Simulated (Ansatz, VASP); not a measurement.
One calculation of HfB, two programs

File INCAR:

```
SYSTEM = HfB
PREC     = Accurate       ! precision mode
ENCUT    = 520            ! plane-wave cutoff, eV
EDIFF    = 1E-7           ! SCF threshold, eV
ISMEAR   = 0              ! smearing method
SIGMA    = 0.15           ! smearing width, eV
LREAL    = .False.        ! projectors in reciprocal space
LASPH    = .True.         ! aspherical terms in the spheres
NELM     = 100            ! most SCF steps
ALGO     = Normal         ! electronic algorithm
ISIF     = 2              ! what is computed and relaxed
LWAVE    = .False.        ! write WAVECAR
LCHARG   = .False.        ! write CHGCAR
GGA      = PS             ! functional
NBANDS   = 14             ! bands
```

Contents of KPOINTS:

```
Automatic mesh
0
Gamma
  20 20 20
  0 0 0
```

File POSCAR:

```
HfB
1.0
    0.9032385268      2.8387496556      2.8387496556
    2.8387496556      0.9032385268      2.8387496556
    2.8387496556      2.8387496556      0.9032385268
Hf B
1 1
Direct
    0.5000000000      0.5000000000      0.5000000000
    0.0000000000      0.0000000000      0.0000000000
```

Input for Ansatz:

```yaml
crystal:
  lattice:
    - [0.9032385268, 2.8387496556, 2.8387496556]
    - [2.8387496556, 0.9032385268, 2.8387496556]
    - [2.8387496556, 2.8387496556, 0.9032385268]
  atoms:
    - { symbol: Hf, position: [0.5, 0.5, 0.5] }
    - { symbol: B, position: [0.0, 0.0, 0.0] }
basis:
  ecutwfc: 420
kpoints:
  mp_grid: { grid: [20, 20, 20] }
hamiltonian:
  xc: pbesol
scf:
  occupations: { method: gaussian, width: 0.15 }
output:
  forces: true
  stress: true
  eigenvalues: true
```

Alike in both runs: task single point; functional PBEsol; k mesh 20 × 20 × 20; occupations gaussian, width 0.15 eV; no spin polarisation.

|  | VASP | Ansatz |
| --- | --- | --- |
| version | VASP 6.6.1 | Ansatz 0.2.0 |
| potentials or method | VASP PAW PBE potentials, release 64 (Hf_pv, B), cutoff 520 eV | scalar-relativistic, plane waves, PAW |
| valence electrons in the cell | 13 | 29 |

|  | VASP | Ansatz | Ansatz less VASP |
| --- | --- | --- | --- |
| gap on the k mesh at the Fermi level (eV) | none | none | - |
| pressure (GPa) | 27.2 | 27.4 | +0.20 |
| traceless stress, the component that is largest in VASP (GPa) | -17.37 | -17.55 | -0.175 |

VASP's potentials were made for PBE, not for PBEsol. A gap of «none» marks a metal or a gap that the smearing closes. VASP's potentials hold 13 valence electrons a cell and Ansatz's 29, so a difference there can come from the potentials and not from the codes.

Spin-orbit coupling is off throughout.
